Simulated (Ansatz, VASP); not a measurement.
**Zr: VASP beside Ansatz**

The input INCAR:

```
SYSTEM = Zr
  PREC = Accurate
  ENCUT = 520
  EDIFF = 1E-8
  ISMEAR = -1
  SIGMA = 0.08
  LREAL = .False.
  LASPH = .True.
  NELM = 60
  ALGO = Normal
  ISIF = 2
  LWAVE = .False.
  LCHARG = .False.
  GGA = PS
  LEFG = .True.
  NBANDS = 19
```

File KPOINTS:

```
Automatic mesh
0
Gamma
  13 13 7
  0 0 0
```

POSCAR

```
Zr
1.0
    3.2319982225     -0.0323199822     -0.0323199822
   -1.6439890369      2.8151525567     -0.0118299345
   -0.0514700000     -0.0514700000      5.1470000000
Zr
2
Direct
    0.3333333333      0.6666666667      0.2500000000
    0.6666666667      0.3333333333      0.7500000000
```

Input for Ansatz:

```yaml
crystal:
  lattice:
    - [3.2319982225, -0.0323199822, -0.0323199822]
    - [-1.6439890369, 2.8151525567, -0.0118299345]
    - [-0.05147, -0.05147, 5.147]
  atoms:
    - { symbol: Zr, position: [0.3333333333, 0.6666666667, 0.25] }
    - { symbol: Zr, position: [0.6666666667, 0.3333333333, 0.75] }
kpoints:
  mp_grid: { grid: [13, 13, 7] }
scf:
  occupations: { method: fermi_dirac, width: 0.08 }
hamiltonian:
  xc: pbesol
  pseudopotentials: { kind: all_electron, datasets: crystal }
output:
  forces: true
  stress: true
  eigenvalues: true
  efg: { contact_densities: true }
```

Change from the starting cell: equal xy, yz and zx shear strains of -2 %, crystal datasets.

Alike in both runs: task electric field gradients; functional PBEsol; k mesh 13 × 13 × 7; occupations fermi-dirac, width 0.08 eV; no spin polarisation.

```csv
,VASP,Ansatz
version,VASP 6.6.1,Ansatz 0.2.0
potentials or method,"VASP PAW PBE potentials, release 64 (Zr_sv), cutoff 520 eV","all-electron PAW with datasets made for the crystal, scalar-relativistic"
```

```tsv
	VASP	Ansatz	Ansatz less VASP
pressure (GPa)	-3.2	-3.2	-0.03
traceless stress, the component that is largest in VASP (GPa)	0.93	0.92	-0.002
rms of the force components (eV/Å)	0.023	0.023	0.0000
size of Vzz on the site where it differs most (V/Å²)	42.7	43.1	+0.43
```

VASP's potentials were made for PBE, not for PBEsol. Atom by atom the forces differ by 0.000 eV/Å (rms over components). Ansatz ran all-electron here, and VASP with PAW potentials.
